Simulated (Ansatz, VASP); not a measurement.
**Si in VASP and in Ansatz**

Contents of INCAR:

```
PREC = Accurate ; ENCUT = 520
EDIFF = 1E-6 ; ISMEAR = 0
SIGMA = 0.05 ; LREAL = F
LASPH = T ; NELM = 80
ALGO = Normal ; ISIF = 2
LWAVE = F ; LCHARG = T
LELF = T ; LVHAR = T
NBANDS = 16
```

KPOINTS

```
Automatic mesh
0
Gamma
  10 10 6
```

File POSCAR:

```
Si
1.0
    0.0000000000     -2.7007989451     -2.7007989451
    0.0000000000      2.7007989451     -2.7007989451
    5.2757406594      0.0000000000      0.0000000000
Si
4
Direct
    0.5000000000      0.5000000000     -0.0183279100
    0.0000000000      0.0000000000      0.5183279100
    0.0000000000      0.5000000000      0.2500000000
    0.5000000000      0.0000000000      0.7500000000
```

Input for Ansatz:

```yaml
crystal:
  lattice:
    - [0.0, -2.7007989451, -2.7007989451]
    - [0.0, 2.7007989451, -2.7007989451]
    - [5.2757406594, 0.0, 0.0]
  atoms:
    - { symbol: Si, position: [0.5, 0.5, -0.01832791] }
    - { symbol: Si, position: [0.0, 0.0, 0.51832791] }
    - { symbol: Si, position: [0.0, 0.5, 0.25] }
    - { symbol: Si, position: [0.5, 0.0, 0.75] }
basis:
  ecutwfc: 420
kpoints:
  mp_grid: { grid: [10, 10, 6] }
hamiltonian:
  xc: lda
  pseudopotentials: { kind: paw, azcp: { folder: soft_1 } }
scf:
  occupations: { method: gaussian, width: 0.05 }
output:
  forces: true
  stress: true
  eigenvalues: true
```

Change from the starting cell: mode 6 frozen in at -0.099 Å, normal strain along x -0.0233.

Alike in both runs: task single point; functional LDA; k mesh 10 × 10 × 6; occupations gaussian, width 0.05 eV; no spin polarisation.

```csv
,VASP,Ansatz
version,VASP 6.6.1,Ansatz 0.2.0
potentials or method,"VASP PAW LDA potentials, release 64 (Si), cutoff 520 eV","scalar-relativistic, plane waves, PAW"
valence electrons in the cell,16,16
```

```tsv
	VASP	Ansatz	Ansatz less VASP
gap on the k mesh at the Fermi level (eV)	0.15	0.16	+0.004
least direct gap on the mesh (eV)	0.38	0.38	+0.004
pressure (GPa)	2.9	2.8	-0.06
traceless stress, the component that is largest in VASP (GPa)	0.66	0.66	+0.001
rms of the force components (eV/Å)	0.693	0.693	-0.0002
```

Ansatz warns that its potentials were made for another functional, while VASP's fit it. LDA's correlation is that of Perdew and Zunger in VASP and of Perdew and Wang (1992) in Ansatz. Atom by atom the forces differ by 0.000 eV/Å (rms over components).
